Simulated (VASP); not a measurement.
# SiO2 (P4_2/mnm) in VASP: further runs

The runs below take SiO2 through single point, with r2SCAN.

Everything below comes from runs of VASP 6.6.1. Logs are shortened: lines on timing, memory, paths and dates and some standing lists are left out, and cuts for length are marked.

## 1. The cell of the first run

Symmetry: P4_2/mnm, No. 136, tetragonal system. The conventional cell has a = 4.186 Å, b = 4.186 Å, c = 2.668 Å, α = 90.00°, β = 90.00°, γ = 90.00°. Within 2.3 Å of Si (site symmetry mmm) lie 6 O at 1.76 to 1.81 Å. Within 2.3 Å of O (site symmetry m2m) lie 3 Si at 1.76 to 1.81 Å and 1 O at 2.30 Å.

## 2. Single point, r2SCAN

Contents of POSCAR:

```
SiO2
1.0
    4.1865000000      0.0000000000      0.0000000000
    0.0000000000      4.1865000000      0.0000000000
    0.0000000000      0.0000000000      2.6684000000
Si O
2 4
Direct
    0.0000000000      0.0000000000      0.0000000000
    0.5000000000      0.5000000000      0.5000000000
    0.3059000000      0.3059000000      0.0000000000
    0.1941000000      0.8059000000      0.5000000000
    0.6941000000      0.6941000000      0.0000000000
    0.8059000000      0.1941000000      0.5000000000
```

Contents of INCAR.step1:

```
PREC = Accurate
ENCUT = 520
ISMEAR = 0
SIGMA = 0.1
LREAL = F
LASPH = T
NELM = 60
NBANDS = 25
GGA = PE
ALGO = Normal
EDIFF = 1E-4
LWAVE = T
LCHARG = F
```

Contents of INCAR.step2:

```
PREC = Accurate
ENCUT = 520
EDIFF = 1E-6
ISMEAR = 0
SIGMA = 0.1
LREAL = F
LASPH = T
NELM = 60
ALGO = Normal
ISIF = 2
LWAVE = F
LCHARG = T
METAGGA = R2SCAN
LMIXTAU = T
LELF = T
LVHAR = T
NBANDS = 25
ISTART = 1
```

Contents of KPOINTS:

```
regular mesh
0
Gamma
  4 4 6
```

Potentials or basis: VASP PAW PBE potentials, release 64 (Si, O).

On the command line:

```console
cat potpaw_PBE.64/Si/POTCAR potpaw_PBE.64/O/POTCAR > POTCAR
cp INCAR.step1 INCAR
mpirun -np 1 vasp_std > vasp.out
cp INCAR.step2 INCAR
mpirun -np 1 vasp_std > vasp.out
```

OUTCAR:

```text
PREC = Accurate
   ENCUT = 520
   EDIFF = 1E-6
   ISMEAR = 0
   LREAL = F
   LASPH = T
   NELM = 60
   ISIF = 2
   METAGGA = R2SCAN
   ISTART = 1

 ion  position               nearest neighbor table
   1  0.000  0.000  0.000-   4 1.76   6 1.76   4 1.76   6 1.76   5 1.81   3 1.81
   2  0.500  0.500  0.500-   3 1.76   5 1.76   3 1.76   5 1.76   4 1.81   6 1.81
   3  0.306  0.306  0.000-   2 1.76   2 1.76   1 1.81
   4  0.194  0.806  0.500-   1 1.76   1 1.76   2 1.81
   5  0.694  0.694  0.000-   2 1.76   2 1.76   1 1.81
   6  0.806  0.194  0.500-   1 1.76   1 1.76   2 1.81

  LATTYP: Found a simple tetragonal cell.
 ALAT       =     4.1865000000
 C/A-ratio  =     0.6373820614

  Lattice vectors:

 A1 = (   4.1865000000,   0.0000000000,   0.0000000000)
 A2 = (   0.0000000000,   4.1865000000,   0.0000000000)
 A3 = (   0.0000000000,   0.0000000000,   2.6684000000)

Analysis of symmetry for initial positions (statically):
=====================================================================
 Subroutine PRICEL returns:
 Original cell was already a primitive cell.

 Routine SETGRP: Setting up the symmetry group for a
 simple tetragonal supercell.

 Subroutine GETGRP returns: Found 16 space group operations
 (whereof  8 operations were pure point group operations)
 out of a pool of 16 trial point group operations.

The static configuration has the point symmetry D_2h.
 The point group associated with its full space group is D_4h.

Analysis of symmetry for dynamics (positions and initial velocities):
=====================================================================
 Subroutine PRICEL returns:
 Original cell was already a primitive cell.

 Routine SETGRP: Setting up the symmetry group for a
 simple tetragonal supercell.

 Subroutine GETGRP returns: Found 16 space group operations
 (whereof  8 operations were pure point group operations)
 out of a pool of 16 trial point group operations.

The dynamic configuration has the point symmetry D_2h.
 The point group associated with its full space group is D_4h.

 Subroutine INISYM returns: Found 16 space group operations
 (whereof  8 operations are pure point group operations),
 and found     1 'primitive' translations

----------------------------------------------------------------------------------------

                                     Primitive cell

  volume of cell :      46.7685

[... 91 lines left out ...]
   LSORBIT =      F    spin-orbit coupling
   LASPH  =      T    aspherical Exc in radial PAW
   ENCUT  =  520.0 eV  38.22 Ry    6.18 a.u.   7.78  7.78  4.96*2*pi/ulx,y,z
   NELM   =     60;   NELMIN=  2; NELMDL=  0     # of ELM steps
   EDIFF  = 0.1E-05   stopping-criterion for ELM
   LREAL  =      F    real-space projection
[... 7 lines left out ...]
   TEBEG  =    0.0;   TEEND  =   0.0 temperature during run
   PSTRESS=    0.0 pullay stress
   NELECT =      32.0000    total number of electrons
   NUPDOWN=      -1.0000    fix difference up-down
   EMIN   =  10.00;   EMAX   =-10.00  energy-range for DOS
   EFERMI =   0.00;   METHOD = LEGACY
   ISMEAR =     0;   SIGMA  =   0.10  broadening in eV -4-tet -1-fermi 0-gaus
   EFERMI_NEDOS =   21; number of points for ismear=-14 and -15
   IALGO  =     38    algorithm
   IMIX   =      4    mixing-type and parameters
     AMIX     =   0.40;   BMIX     =  1.00
     AMIX_MAG =   1.60;   BMIX_MAG =  1.00
  volume/ion in A,a.u.               =       7.79        52.60
  Fermi-wavevector in a.u.,A,eV,Ry     =   1.442582  2.726084 28.314299  2.081042
  Thomas-Fermi vector in A             =   2.561086
   LORBIT       =      0    0 simple, 1 ext, 2 COOP (PROOUT), +10 PAW based schemes
   METAGGA = R2SCAN    functional components
   LHFCALC =     F    Hartree Fock is set to
   AEXX    =    0.0000 exact exchange contribution
   IVDW    =     0    specifies the selected vdW correction
   LEPSILON=     F    determine dielectric tensor
   LRPA    =     F    only Hartree local field effects (RPA)
 non-spin polarized calculation
 Gauss-broadening in eV      SIGMA  =   0.10
  energy-cutoff  :      520.00
  volume of cell :       46.77
 maximum number of plane-waves:      1282
 NGX is ok and might be reduce to    32
   NGX = 15   NGY = 15   NGZ =  9

 number of electron      31.9999977 magnetization

 Free energy of the ion-electron system (eV)
  ---------------------------------------------------
  ext. energy  EPLUGINS =         0.00000000
  ---------------------------------------------------
  free energy    TOTEN  =       -58.78509890 eV

  energy without entropy =      -58.78509890  energy(sigma->0) =      -58.78509890

 E-fermi :   8.2764     XC(G=0): -12.8646

 val. band max:        7.7843002380   @ k =   0.0000   0.0000   0.0000
 cond. band min:      14.2779379935   @ k =   0.0000   0.0000   0.0000
 fundamental gap:      6.4936377555
 Fermi energy:         8.2763911547

 k-point     1 :       0.0000    0.0000    0.0000
  band No.  band energies     occupation
      1     -15.7431      2.00000
      2     -12.1672      2.00000
      3     -12.1672      2.00000
      4     -11.8966      2.00000
      5      -3.2586      2.00000
      6       1.2718      2.00000
[... 661 lines left out ...]
     24      22.8851      0.00000
     25      24.8454      0.00000

------------------------ aborting loop because EDIFF is reached ----------------------------------------

  FORCE on cell =-STRESS in cart. coord.  units (eV):
  Direction    XX          YY          ZZ          XY          YZ          ZX
  --------------------------------------------------------------------------------------
  -------------------------------------------------------------------------------------
  Total       -0.0833622     -0.0833622      0.2931551     -0.0000000      0.0000000      0.0000000
  in kB       -2.8557939     -2.8557939     10.0428027     -0.0000000      0.0000000      0.0000000
  external PRESSURE =       1.4437383 kB  Pullay stress =       0.0000000 kB

 VOLUME and BASIS-vectors are now :
 -----------------------------------------------------------------------------
  energy-cutoff  :      520.00
  volume of cell :       46.77
      direct lattice vectors                 reciprocal lattice vectors
     4.186500000  0.000000000  0.000000000     0.238863012  0.000000000  0.000000000
     0.000000000  4.186500000  0.000000000     0.000000000  0.238863012  0.000000000
     0.000000000  0.000000000  2.668400000     0.000000000  0.000000000  0.374756408

 POSITION                                       TOTAL-FORCE (eV/Angst)
 -----------------------------------------------------------------------------------
      0.00000      0.00000      0.00000        -0.000000     -0.000000      0.000000
      2.09325      2.09325      1.33420        -0.000000     -0.000000      0.000000
      1.28065      1.28065      0.00000         0.017694      0.017694      0.000000
      0.81260      3.37390      1.33420        -0.017694      0.017694      0.000000
      2.90585      2.90585      0.00000        -0.017694     -0.017694     -0.000000
      3.37390      0.81260      1.33420         0.017694     -0.017694     -0.000000
 -----------------------------------------------------------------------------------
    total drift:                                0.000000      0.000000     -0.000000

  FREE ENERGIE OF THE ION-ELECTRON SYSTEM (eV)
  ---------------------------------------------------
  free  energy   TOTEN  =       -58.7850988990 eV

  energy  without entropy=      -58.7850988990  energy(sigma->0) =      -58.78509890
```

It took 2.1 min on 1 thread of Intel Xeon 8259CL, shared host; peak memory 0.16 GiB.

Results:

| Quantity | Value |
| --- | --- |
| Free energy | -58.7851 eV |
| Pressure | 0.1 GPa |
| Largest force | 0.025 eV/Å |
| Band gap on the k mesh | 6.49 eV |

Forces on the atoms (eV/Å):
```
Si   0.000  0.000  0.000
Si   0.000  0.000  0.000
O    0.018  0.018  0.000
O   -0.018  0.018  0.000
O   -0.018 -0.018  0.000
O    0.018 -0.018  0.000
```

Stress tensor (GPa, compression positive):
```
-0.29  0.00  0.00
 0.00 -0.29  0.00
 0.00  0.00  1.00
```

Levels at points of the mesh, in eV from the valence-band top:
| k point | band 13 | band 14 | band 15 | band 16 | band 17 | band 18 | band 19 | band 20 |
| --- | --- | --- | --- | --- | --- | --- | --- | --- |
| (0.00, 0.00, 0.00) | -2.51 | -0.89 | -0.89 | 0.00 | 6.49 | 7.65 | 9.47 | 9.47 |
| (0.50, 0.00, 0.00) | -2.71 | -2.71 | -1.08 | -1.08 | 8.70 | 8.70 | 10.05 | 10.05 |
| (0.50, 0.50, 0.00) | -2.69 | -2.69 | -2.32 | -2.32 | 8.40 | 8.40 | 11.05 | 11.05 |
| (0.00, 0.00, 0.50) | -3.10 | -3.10 | -2.71 | -2.71 | 10.12 | 10.12 | 13.73 | 13.73 |
| (0.50, 0.00, 0.50) | -2.31 | -2.31 | -1.80 | -1.80 | 9.79 | 9.79 | 10.87 | 10.87 |
| (0.50, 0.50, 0.50) | -1.78 | -1.78 | -1.60 | -1.60 | 8.13 | 8.13 | 12.00 | 12.00 |

Caveat: the PAW data sets were made with another functional, which shifts forces and pressure a little. r2SCAN opens gaps a little over a GGA but as a rule still falls short of measured ones.

## 3. Single point, r2SCAN

Contents of POSCAR:

```
SiO2
1.0
    4.1847652139      0.0000000000      0.0000000000
    0.0000000000      4.1847652139      0.0000000000
    0.0000000000      0.0000000000      2.6684166030
Si O
2 4
Direct
    0.0000000000      0.0000000000      0.0000000000
    0.5000000000      0.5000000000      0.5000000000
    0.3061025529      0.3061025529      0.0000000000
    0.1938974471      0.8061025529      0.5000000000
    0.6938974471      0.6938974471      0.0000000000
    0.8061025529      0.1938974471      0.5000000000
```

Contents of INCAR.step1:

```
SYSTEM = SiO2
ALGO = Normal
EDIFF = 1E-4
ENCUT = 520
GGA = PE
ISMEAR = 0
LASPH = .TRUE.
LCHARG = .FALSE.
LREAL = .FALSE.
LWAVE = .TRUE.
NBANDS = 25
NELM = 80
PREC = Accurate
SIGMA = 0.02
```

Contents of INCAR.step2:

```
SYSTEM = SiO2
ALGO = Normal
EDIFF = 1E-6
ENCUT = 520
ISIF = 2
ISMEAR = 0
ISTART = 1
LASPH = .TRUE.
LCHARG = .FALSE.
LMIXTAU = .TRUE.
LREAL = .FALSE.
LWAVE = .FALSE.
METAGGA = R2SCAN
NBANDS = 25
NELM = 80
PREC = Accurate
SIGMA = 0.02
```

Contents of KPOINTS:

```
k-points
0
G
  6 6 8
  0 0 0
```

Potentials or basis: VASP PAW PBE potentials, release 64 (Si, O).

On the command line:

```console
cat potpaw_PBE.64/Si/POTCAR potpaw_PBE.64/O/POTCAR > POTCAR
cp INCAR.step1 INCAR
mpirun -np 1 vasp_std > vasp.out
cp INCAR.step2 INCAR
mpirun -np 1 vasp_std > vasp.out
```

Run time: 3.4 min. Hardware: 1 thread of Intel Xeon 8259CL, shared host; peak memory 0.18 GiB.

Results (log left out):

- Free energy: -58.7855 eV
- Pressure: 0.5 GPa
- Largest force: 0.024 eV/Å
- Band gap on the k mesh: 6.52 eV

Forces on the atoms (eV/Å):
```
Si   0.000  0.000  0.000
Si   0.000  0.000  0.000
O   -0.017 -0.017  0.000
O    0.017 -0.017  0.000
O    0.017  0.017  0.000
O   -0.017  0.017  0.000
```

Stress tensor (GPa, compression positive):
```
0.20 0.00 0.00
0.00 0.20 0.00
0.00 0.00 1.15
```

Levels at points of the mesh, in eV from the valence-band top:
```
           k point  band 14  band 15  band 16  band 17  band 18  band 19
(0.00, 0.00, 0.00)    -0.88    -0.88     0.00     6.52     7.64     9.48
(0.50, 0.00, 0.00)    -2.72    -1.08    -1.08     8.70     8.70    10.06
(0.50, 0.50, 0.00)    -2.68    -2.32    -2.32     8.40     8.40    11.05
(0.00, 0.00, 0.50)    -3.11    -2.71    -2.71    10.14    10.14    13.74
(0.50, 0.00, 0.50)    -2.31    -1.80    -1.80     9.81     9.81    10.89
(0.50, 0.50, 0.50)    -1.79    -1.60    -1.60     8.16     8.16    12.00
```

Caveat: the PAW data sets were made with another functional, which shifts forces and pressure a little. A k mesh can miss the band edges.
